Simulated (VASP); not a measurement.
# Bi: single point with PBE

Crystal: Bi.

```
CELL_PARAMETERS angstrom
0.00000 2.54219 2.54219
2.54219 0.00000 2.54219
2.54219 2.54219 0.00000
ATOMIC_POSITIONS crystal
Bi 0.00000 0.00000 0.00000
```

This isn't the form of Bi at room conditions, which is rhombohedral.

```json
{"Program": "VASP 6.6.1", "Task": "single point", "Functional": "PBE", "Potentials or basis": "VASP PAW PBE potentials, release 64 (Bi_d)", "Cutoff": "520 eV", "k mesh": "14 × 14 × 14", "Occupations": "fermi-dirac, width 0.05 eV", "Spin": "non-collinear spin, zero start, spin-orbit coupling", "Starting moments": "[[0.0, 0.0, 0.0]] μB", "Dipole correction": "no", "Further INCAR settings": "ALGO = Normal; EDIFF = 1e-06; NBANDS = 26"}
```

| Quantity | Value |
| --- | --- |
| Pressure | -0.3 GPa |
| Net moment | 0.00 μB per cell |
| Valence electrons inside the program's atomic spheres | Bi 12.71 |

Moments on the atoms (μB; x, y, z):
```
Bi  0.00 0.00 0.00
```

Run time: 3.1 min on 1 thread of Oxide Virtual Turin-like Processor, on a shared host, peak memory 0.28 GiB.
